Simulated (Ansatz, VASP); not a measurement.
**ScAl3: VASP beside Ansatz**

File INCAR:

```
SYSTEM = ScAl3
PREC = Accurate ; ENCUT = 520
EDIFF = 1E-6 ; ISMEAR = 0
SIGMA = 0.15 ; LREAL = .False.
LASPH = .True. ; NELM = 80
ALGO = Fast ; ISIF = 2
LWAVE = .False. ; LCHARG = .False.
GGA = PE ; NBANDS = 18
```

Contents of KPOINTS:

```
Automatic mesh
0
Gamma
  12 12 12
  0 0 0
```

The input POSCAR:

```
ScAl3
1.0
    3.7769041482      0.0000000000      0.0000000000
    0.0000000000      3.7769041482      0.0000000000
    0.0000000000      0.0000000000      4.4337570436
Sc Al
1 3
Direct
    0.0000000000      0.0000000000      0.0000000000
    0.5000000000      0.0000000000      0.5000000000
    0.0000000000      0.5000000000      0.5000000000
    0.5000000000      0.5000000000      0.0000000000
```

Input for Ansatz:

```yaml
crystal:
  lattice:
    - [3.7769041482, 0.0, 0.0]
    - [0.0, 3.7769041482, 0.0]
    - [0.0, 0.0, 4.4337570436]
  atoms:
    - { symbol: Sc, position: [0.0, 0.0, 0.0] }
    - { symbol: Al, position: [0.5, 0.0, 0.5] }
    - { symbol: Al, position: [0.0, 0.5, 0.5] }
    - { symbol: Al, position: [0.5, 0.5, 0.0] }
basis:
  ecutwfc: 420
kpoints:
  mp_grid: { grid: [12, 12, 12] }
hamiltonian:
  xc: pbe
scf:
  occupations: { method: gaussian, width: 0.15 }
output:
  forces: true
  stress: true
  eigenvalues: true
```

Change from the starting cell: strain -0.080 along x and y, +0.080 along z, atoms carried along.

Alike in both runs: task single point; functional PBE; k mesh 12 × 12 × 12; occupations gaussian, width 0.15 eV; no spin polarisation.

|  | VASP | Ansatz |
| --- | --- | --- |
| version | VASP 6.6.1 | Ansatz 0.2.0 |
| potentials or method | VASP PAW PBE potentials, release 64 (Sc_sv, Al), cutoff 520 eV | scalar-relativistic, plane waves, PAW |
| valence electrons in the cell | 20 | 20 |

```csv
,VASP,Ansatz,Ansatz less VASP
gap on the k mesh at the Fermi level (eV),none,none,-
pressure (GPa),11.9,11.9,-0.07
"traceless stress, the component that is largest in VASP (GPa)",-17.35,-17.32,+0.030
```

A gap of «none» marks a metal or a gap that the smearing closes. With one functional, cell and mesh, what is left measures potentials, basis and numerics.
